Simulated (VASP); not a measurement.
# InSe (C2/m) in VASP: a series of runs

Aim: see how the results for InSe move with the level of theory and the settings. Levels: LDA, PBEsol. Tasks: single point.

Everything below comes from runs of VASP 6.6.1. Logs are shortened: lines on timing, memory, paths and dates and some standing lists are left out, and cuts for length are marked.

## Step 1: The cell of the first run

The structure is monoclinic, space group C2/m (No. 12). The conventional cell has a = 11.575 Å, b = 4.082 Å, c = 5.039 Å, α = 90.00°, β = 109.86°, γ = 90.00°. Within 3.5 Å of In (site symmetry m) lie 3 Se at 2.66 to 2.67 Å and 1 In at 2.78 Å. Within 4.2 Å of Se (site symmetry m) lie 7 In at 2.66 to 4.15 Å and 7 Se at 3.53 to 4.08 Å.

## Step 2: Single point, LDA

INCAR reads:

```
SYSTEM = InSe
  PREC = Accurate
  ENCUT = 520
  EDIFF = 1E-6
  ISMEAR = -1
  SIGMA = 0.05
  LREAL = .False.
  LASPH = .True.
  NELM = 80
  ALGO = Normal
  ISIF = 2
  LWAVE = .False.
  LCHARG = .False.
  GGA = CA
  NBANDS = 27
```

KPOINTS reads:

```
regular mesh
0
Gamma
  7 7 6
  0 0 0
```

POSCAR reads:

```
InSe
1.0
    5.7872883920     -2.0408589492      0.0000000000
    5.7872883920      2.0408589492      0.0000000000
   -1.7116673433      0.0000000000      4.7393244240
In Se
2 2
Direct
    0.8882032500      0.8882032500      0.0468413600
    0.1117967500      0.1117967500      0.9531586400
    0.6609275900      0.6609275900      0.6689556200
    0.3390724100      0.3390724100      0.3310443800
```

Potentials or basis: VASP PAW LDA potentials, release 64 (In_d, Se).

Launch:

```
> cat potpaw_LDA.64/In_d/POTCAR potpaw_LDA.64/Se/POTCAR > POTCAR
> mpirun -np 1 vasp_std > vasp.out
```

OUTCAR:

```text
SYSTEM = InSe
   PREC = Accurate
   ENCUT = 520
   EDIFF = 1E-6
   ISMEAR = -1
   LREAL = .False.
   LASPH = .True.
   NELM = 80
   ISIF = 2
   GGA = CA

 ion  position               nearest neighbor table
   1  0.888  0.888  0.047-   4 2.66   4 2.66   3 2.67   2 2.78   2 3.69   2 3.69
   2  0.112  0.112  0.953-   3 2.66   3 2.66   4 2.67   1 2.78   1 3.69   1 3.69
   3  0.661  0.661  0.669-   2 2.66   2 2.66   1 2.67
   4  0.339  0.339  0.331-   1 2.66   1 2.66   2 2.67

  LATTYP: Found a base centered monoclinic cell.
 ALAT       =    11.5745767840
 B/A-ratio  =     0.3526451096
 C/A-ratio  =     0.4353462338
 COS(beta)  =    -0.3396874117

  Lattice vectors:

 A1 = (   5.7872883920,  -2.0408589492,   0.0000000000)
 A2 = (   5.7872883920,   2.0408589492,   0.0000000000)
 A3 = (  -1.7116673433,   0.0000000000,   4.7393244240)

Analysis of symmetry for initial positions (statically):
=====================================================================
 Subroutine PRICEL returns:
 Original cell was already a primitive cell.

 Routine SETGRP: Setting up the symmetry group for a
 base centered monoclinic supercell.

 Subroutine GETGRP returns: Found  4 space group operations
 (whereof  4 operations were pure point group operations)
 out of a pool of  4 trial point group operations.

The static configuration has the point symmetry C_2h.

Analysis of symmetry for dynamics (positions and initial velocities):
=====================================================================
 Subroutine PRICEL returns:
 Original cell was already a primitive cell.

 Routine SETGRP: Setting up the symmetry group for a
 base centered monoclinic supercell.

 Subroutine GETGRP returns: Found  4 space group operations
 (whereof  4 operations were pure point group operations)
 out of a pool of  4 trial point group operations.

The dynamic configuration has the point symmetry C_2h.

 Subroutine INISYM returns: Found  4 space group operations
 (whereof  4 operations are pure point group operations),
 and found     1 'primitive' translations

----------------------------------------------------------------------------------------

                                     Primitive cell

  volume of cell :     111.9527

  direct lattice vectors                    reciprocal lattice vectors
     5.787288392 -2.040858949  0.000000000     0.086396247 -0.244994883  0.031203105
     5.787288392  2.040858949  0.000000000     0.086396247  0.244994883  0.031203105
    -1.711667343  0.000000000  4.739324424     0.000000000  0.000000000  0.211000537

  length of vectors
     6.136596140  6.136596140  5.038948411     0.261649457  0.261649457  0.211000537

  position of ions in fractional coordinates (direct lattice)
     0.888203250  0.888203250  0.046841360
     0.111796750  0.111796750  0.953158640
     0.660927590  0.660927590  0.668955620
     0.339072410  0.339072410  0.331044380

  ion indices of the primitive-cell ions
   primitive index   ion index
                 1           1
                 2           2
                 3           3
                 4           4

----------------------------------------------------------------------------------------

 KPOINTS: regular mesh

Automatic generation of k-mesh.
 Grid dimensions read from file:
 generate k-points for:    7    7    6

 Generating k-lattice:

  Cartesian coordinates                     Fractional coordinates (reciprocal lattice)
     0.012342321 -0.034999269  0.004457586     0.142857143  0.000000000  0.000000000
     0.012342321  0.034999269  0.004457586     0.000000000  0.142857143  0.000000000
     0.000000000  0.000000000  0.035166756     0.000000000  0.000000000  0.166666667

  Length of vectors
     0.037378494  0.037378494  0.035166756

  Shift w.r.t. Gamma in fractional coordinates (k-lattice)
     0.000000000  0.000000000  0.000000000

 Subroutine IBZKPT returns following result:
 ===========================================

 Found     88 irreducible k-points:

 Following reciprocal coordinates:
            Coordinates               Weight
  0.000000  0.000000  0.000000      1.000000
  0.142857  0.000000  0.000000      4.000000
  0.285714  0.000000  0.000000      4.000000
  0.428571  0.000000  0.000000      4.000000
  0.142857  0.142857  0.000000      2.000000
  0.285714  0.142857  0.000000      4.000000
[... 16 lines left out ...]
 -0.142857 -0.000000  0.166667      4.000000
  0.142857  0.142857  0.166667      2.000000
 [... further k-points ...]
   k-points           NKPTS =     88   k-points in BZ     NKDIM =     88   number of bands    NBANDS=     27
   number of dos      NEDOS =    301   number of ions     NIONS =      4
   total plane-waves  NPLWV =  92160
   dimension x,y,z NGX =    48 NGY =   48 NGZ =   40
   dimension x,y,z NGXF=    96 NGYF=   96 NGZF=   80
   ions per type =               2   2
   NGX,Y,Z   is equivalent  to a cutoff of  13.00, 13.00, 13.20 a.u.
   NGXF,Y,Z  is equivalent  to a cutoff of  26.01, 26.01, 26.39 a.u.
 SYSTEM =  InSe
   PREC   = accura    normal or accurate (medium, high low for compatibility)
   ISTART =      0    job   : 0-new  1-cont  2-samecut
   ICHARG =      2    charge: 1-file 2-atom 10-const
   ISPIN  =      1    spin polarized calculation?
   LNONCOLLINEAR =      F non collinear calculations
   LSORBIT =      F    spin-orbit coupling
   LASPH  =      T    aspherical Exc in radial PAW
   ENCUT  =  520.0 eV  38.22 Ry    6.18 a.u.  11.41 11.41  9.37*2*pi/ulx,y,z
   NELM   =     80;   NELMIN=  2; NELMDL= -5     # of ELM steps
   EDIFF  = 0.1E-05   stopping-criterion for ELM
   LREAL  =      F    real-space projection
   EDIFFG = 0.1E-04   stopping-criterion for IOM
   NSW    =      0    number of steps for IOM
   IBRION =     -1    ionic relax: 0-MD 1-quasi-New 2-CG
   NFREE  =      0    steps in history (QN), initial steepest desc. (CG)
   ISIF   =      2    stress and relaxation
   ISYM   =      2    0-nonsym 1-usesym 2-fastsym
   POTIM  = 0.5000    time-step for ionic-motion
   TEBEG  =    0.0;   TEEND  =   0.0 temperature during run
   PSTRESS=    0.0 pullay stress
   NELECT =      38.0000    total number of electrons
   NUPDOWN=      -1.0000    fix difference up-down
   EMIN   =  10.00;   EMAX   =-10.00  energy-range for DOS
   EFERMI =   0.00;   METHOD = LEGACY
   ISMEAR =    -1;   SIGMA  =   0.05  broadening in eV -4-tet -1-fermi 0-gaus
   EFERMI_NEDOS =   21; number of points for ismear=-14 and -15
   IALGO  =     38    algorithm
   IMIX   =      4    mixing-type and parameters
     AMIX     =   0.40;   BMIX     =  1.00
     AMIX_MAG =   1.60;   BMIX_MAG =  1.00
  volume/ion in A,a.u.               =      27.99       188.87
  Fermi-wavevector in a.u.,A,eV,Ry     =   1.141978  2.158026 17.743554  1.304114
  Thomas-Fermi vector in A             =   2.278677
   LORBIT       =      0    0 simple, 1 ext, 2 COOP (PROOUT), +10 PAW based schemes
   GGA     = CA    functional components
   LHFCALC =     F    Hartree Fock is set to
   AEXX    =    0.0000 exact exchange contribution
   IVDW    =     0    specifies the selected vdW correction
   LEPSILON=     F    determine dielectric tensor
   LRPA    =     F    only Hartree local field effects (RPA)
 non-spin polarized calculation
  energy-cutoff  :      520.00
  volume of cell :      111.95
 maximum number of plane-waves:      3038
 NGX is ok and might be reduce to    48
   NGX = 23   NGY = 23   NGZ = 19

 number of electron      38.0000003 magnetization

 Free energy of the ion-electron system (eV)
  ---------------------------------------------------
  ext. energy  EPLUGINS =         0.00000000
  ---------------------------------------------------
  free energy    TOTEN  =       -16.56262782 eV

  energy without entropy =      -16.56262726  energy(sigma->0) =      -16.56262754

 E-fermi :   4.5103     XC(G=0):  -9.5042

 val. band max:        3.9627629090   @ k =  -0.4286  -0.4286   0.1667
 cond. band min:       5.0048846248   @ k =   0.0000   0.0000   0.5000
 fundamental gap:      1.0421217158
 Fermi energy:         4.5102863756

 k-point     1 :       0.0000    0.0000    0.0000
  band No.  band energies     occupation
      1     -10.5355      2.00000
      2     -10.4051      2.00000
      3     -10.2056      2.00000
      4     -10.1717      2.00000
      5     -10.1289      2.00000
      6     -10.1256      2.00000
[... 19 lines left out ...]
     26      10.6941      0.00000
     27      12.2053      0.00000

 k-point     2 :       0.1429    0.0000    0.0000
  band No.  band energies     occupation
      1     -10.5307      2.00000
      2     -10.4025      2.00000
      3     -10.2854      2.00000
      4     -10.1547      2.00000
      5     -10.1479      2.00000
      6     -10.1112      2.00000
[... 19 lines left out ...]
     26      10.5928      0.00000
     27      12.5543      0.00000

 k-point     3 :       0.2857    0.0000    0.0000
  band No.  band energies     occupation
      1     -10.5273      2.00000
      2     -10.4115      2.00000
      3     -10.3696      2.00000
      4     -10.1877      2.00000
      5     -10.1312      2.00000
      6     -10.1149      2.00000
[... 19 lines left out ...]
     26      11.3235      0.00000
     27      11.6312      0.00000

 k-point     4 :       0.4286    0.0000    0.0000
  band No.  band energies     occupation
      1     -10.5420      2.00000
      2     -10.4411      2.00000
      3     -10.3690      2.00000
      4     -10.2194      2.00000
      5     -10.1337      2.00000
      6     -10.1204      2.00000
[... 19 lines left out ...]
     26      10.8209      0.00000
     27      12.3552      0.00000

 k-point     5 :       0.1429    0.1429    0.0000
  band No.  band energies     occupation
      1     -10.5286      2.00000
      2     -10.4034      2.00000
      3     -10.2203      2.00000
      4     -10.1696      2.00000
      5     -10.1371      2.00000
      6     -10.1317      2.00000
[... 19 lines left out ...]
     26      10.6711      0.00000
     27      12.3006      0.00000

 k-point     6 :       0.2857    0.1429    0.0000
  band No.  band energies     occupation
      1     -10.5239      2.00000
      2     -10.3976      2.00000
      3     -10.2728      2.00000
      4     -10.1825      2.00000
      5     -10.1581      2.00000
      6     -10.1162      2.00000
[... 444 lines left out ...]
      1     -10.5381      2.00000
      2     -10.4549      2.00000
      3     -10.3762      2.00000
      4     -10.2186      2.00000
      5     -10.1318      2.00000
      6     -10.1183      2.00000
[... 19 lines left out ...]
     26      10.9090      0.00000
     27      11.6533      0.00000

 k-point    22 :      -0.2857   -0.0000    0.1667
  band No.  band energies     occupation
      1     -10.5262      2.00000
      2     -10.4150      2.00000
      3     -10.3792      2.00000
      4     -10.1906      2.00000
      5     -10.1300      2.00000
      6     -10.1118      2.00000
[... 19 lines left out ...]
     26      11.1856      0.00000
     27      11.4838      0.00000

 k-point    23 :      -0.1429   -0.0000    0.1667
  band No.  band energies     occupation
      1     -10.5353      2.00000
      2     -10.4021      2.00000
      3     -10.2861      2.00000
      4     -10.1543      2.00000
      5     -10.1501      2.00000
      6     -10.1117      2.00000
[... 19 lines left out ...]
     26      10.2574      0.00000
     27      12.2483      0.00000

 k-point    24 :       0.1429    0.1429    0.1667
  band No.  band energies     occupation
      1     -10.5344      2.00000
      2     -10.4022      2.00000
      3     -10.2204      2.00000
      4     -10.1682      2.00000
      5     -10.1360      2.00000
      6     -10.1328      2.00000
[... 19 lines left out ...]
     26      10.6122      0.00000
     27      11.8471      0.00000

 [... further k-points ...]

------------------------ aborting loop because EDIFF is reached ----------------------------------------

  FORCE on cell =-STRESS in cart. coord.  units (eV):
  Direction    XX          YY          ZZ          XY          YZ          ZX
  --------------------------------------------------------------------------------------
  -------------------------------------------------------------------------------------
  Total       -1.4912353     -1.0808874     -1.0048976      0.0000000      0.0000000      0.0529560
  in kB      -21.3413663    -15.4687948    -14.3812893      0.0000000      0.0000000      0.7578642
  external PRESSURE =     -17.0638168 kB  Pullay stress =       0.0000000 kB

 VOLUME and BASIS-vectors are now :
 -----------------------------------------------------------------------------
  energy-cutoff  :      520.00
  volume of cell :      111.95
      direct lattice vectors                 reciprocal lattice vectors
     5.787288392 -2.040858949  0.000000000     0.086396247 -0.244994883  0.031203105
     5.787288392  2.040858949  0.000000000     0.086396247  0.244994883  0.031203105
    -1.711667343  0.000000000  4.739324424     0.000000000  0.000000000  0.211000537

 POSITION                                       TOTAL-FORCE (eV/Angst)
 -----------------------------------------------------------------------------------
     10.20040      0.00000      0.22200         0.028714      0.000000     -0.011754
     -0.33749      0.00000      4.51733        -0.028714      0.000000      0.011754
      6.50493      0.00000      3.17040         0.011774      0.000000     -0.085534
      3.35798      0.00000      1.56893        -0.011774      0.000000      0.085534
 -----------------------------------------------------------------------------------
    total drift:                               -0.000000     -0.000000      0.000000

  FREE ENERGIE OF THE ION-ELECTRON SYSTEM (eV)
  ---------------------------------------------------
  free  energy   TOTEN  =       -16.5626278225 eV

  energy  without entropy=      -16.5626272633  energy(sigma->0) =      -16.56262754
```

Wall time 6.8 min (1 thread of AMD EPYC 7R13 (Zen 3), shared host); peak memory 0.35 GiB.

Results:

```yaml
Free_energy: -16.5626 eV
Pressure: -1.7 GPa
Largest_force: 0.086 eV/Å
Band_gap_on_the_k_mesh: 1.04 eV (least direct gap 1.14 eV)
```

Forces in eV/Å, atoms in the order of the input:
```
In   0.029  0.000 -0.012
In  -0.029  0.000  0.012
Se   0.012  0.000 -0.086
Se  -0.012  0.000  0.086
```

Levels at points of the mesh, in eV from the valence-band top:
| k point | band 15 | band 16 | band 17 | band 18 | band 19 | band 20 | band 21 | band 22 | band 23 | band 24 |
| --- | --- | --- | --- | --- | --- | --- | --- | --- | --- | --- |
| (0.00, 0.00, 0.00) | -3.79 | -2.31 | -2.00 | -1.38 | -1.15 | 2.68 | 2.94 | 3.57 | 4.82 | 5.44 |
| (0.00, 0.00, 0.50) | -2.22 | -1.79 | -1.48 | -1.06 | -0.38 | 1.04 | 2.03 | 3.53 | 3.85 | 6.32 |

Caveat: spin-orbit coupling is left out, which moves the levels of the heavy elements. A k mesh can miss the band edges.

## Step 3: Single point, PBEsol

INCAR reads:

```
SYSTEM = InSe
ALGO = Normal ; EDIFF = 1E-6
ENCUT = 520 ; GGA = PS
ISIF = 2 ; ISMEAR = -1
LASPH = .True. ; LCHARG = .True.
LELF = .True. ; LREAL = .False.
LVHAR = .True. ; LWAVE = .False.
NBANDS = 27 ; NELM = 80
PREC = Accurate ; SIGMA = 0.05
```

KPOINTS reads:

```
k-points
0
Gamma
  7 7 6
  0 0 0
```

POSCAR is that of step 2.

Potentials or basis: VASP PAW PBE potentials, release 64 (In_d, Se).

Launch:

```
> cat potpaw_PBE.64/In_d/POTCAR potpaw_PBE.64/Se/POTCAR > POTCAR
> mpirun -np 1 vasp_std > vasp.out
```

OUTCAR:

```text
SYSTEM = InSe
   EDIFF = 1E-6
   ENCUT = 520
   GGA = PS
   ISIF = 2
   ISMEAR = -1
   LASPH = .True.
   LREAL = .False.
   NELM = 80
   PREC = Accurate

 ion  position               nearest neighbor table
   1  0.888  0.888  0.047-   4 2.66   4 2.66   3 2.67   2 2.78   2 3.69   2 3.69
   2  0.112  0.112  0.953-   3 2.66   3 2.66   4 2.67   1 2.78   1 3.69   1 3.69
   3  0.661  0.661  0.669-   2 2.66   2 2.66   1 2.67
   4  0.339  0.339  0.331-   1 2.66   1 2.66   2 2.67

  LATTYP: Found a base centered monoclinic cell.
 ALAT       =    11.5745767840
 B/A-ratio  =     0.3526451096
[... 920 lines left out ...]
  --------------------------------------------------------------------------------------
  -------------------------------------------------------------------------------------
  Total       -0.1448780      0.0245695      0.0038150      0.0000000      0.0000000      0.0323587
  in kB       -2.0733787      0.3516186      0.0545967      0.0000000      0.0000000      0.4630925
  external PRESSURE =      -0.5557211 kB  Pullay stress =       0.0000000 kB

 VOLUME and BASIS-vectors are now :
 -----------------------------------------------------------------------------
  energy-cutoff  :      520.00
  volume of cell :      111.95
      direct lattice vectors                 reciprocal lattice vectors
     5.787288392 -2.040858949  0.000000000     0.086396247 -0.244994883  0.031203105
     5.787288392  2.040858949  0.000000000     0.086396247  0.244994883  0.031203105
    -1.711667343  0.000000000  4.739324424     0.000000000  0.000000000  0.211000537

 POSITION                                       TOTAL-FORCE (eV/Angst)
 -----------------------------------------------------------------------------------
     10.20040      0.00000      0.22200         0.077765      0.000000     -0.031869
     -0.33749      0.00000      4.51733        -0.077765      0.000000      0.031869
      6.50493      0.00000      3.17040         0.022048      0.000000     -0.240972
      3.35798      0.00000      1.56893        -0.022048      0.000000      0.240972
 -----------------------------------------------------------------------------------
    total drift:                               -0.000000     -0.000000      0.000000

  FREE ENERGIE OF THE ION-ELECTRON SYSTEM (eV)
  ---------------------------------------------------
  free  energy   TOTEN  =       -15.5104494479 eV

  energy  without entropy=      -15.5104491321  energy(sigma->0) =      -15.51044929
```

stdout:

```text
POSCAR found type information on POSCAR InSe
 POSCAR found :  2 types and       4 ions
 scaLAPACK will be used
 -----------------------------------------------------------------------------
|                                                                             |
|                                                                             |
|     You enforced a specific xc type in the INCAR file but a different       |
|     I HOPE YOU KNOW WHAT YOU ARE DOING!                                     |
|                                                                             |
 -----------------------------------------------------------------------------

 LDA part: xc-table for (Slater+PW92), standard interpolation
 POSCAR, INCAR and KPOINTS ok, starting setup
 FFT: planning ... GRIDC
 FFT: planning ... GRID_SOFT
 FFT: planning ... GRID
 WAVECAR not read
 entering main loop
```

Wall time 5.7 min (1 thread of AMD EPYC 7R13 (Zen 3), shared host); peak memory 0.4 GiB.

What came out:

```yaml
Free_energy: -15.5104 eV
Pressure: -0.1 GPa
Largest_force: 0.242 eV/Å
Band_gap_on_the_k_mesh: 1.10 eV (least direct gap 1.22 eV)
```

Forces on the atoms (eV/Å):
```
In   0.078  0.000 -0.032
In  -0.078  0.000  0.032
Se   0.022  0.000 -0.241
Se  -0.022  0.000  0.241
```

Caveat: the PAW data sets were made with another functional, which shifts forces and pressure a little; spin-orbit coupling is left out, which moves the levels of the heavy elements. A k mesh can miss the band edges.
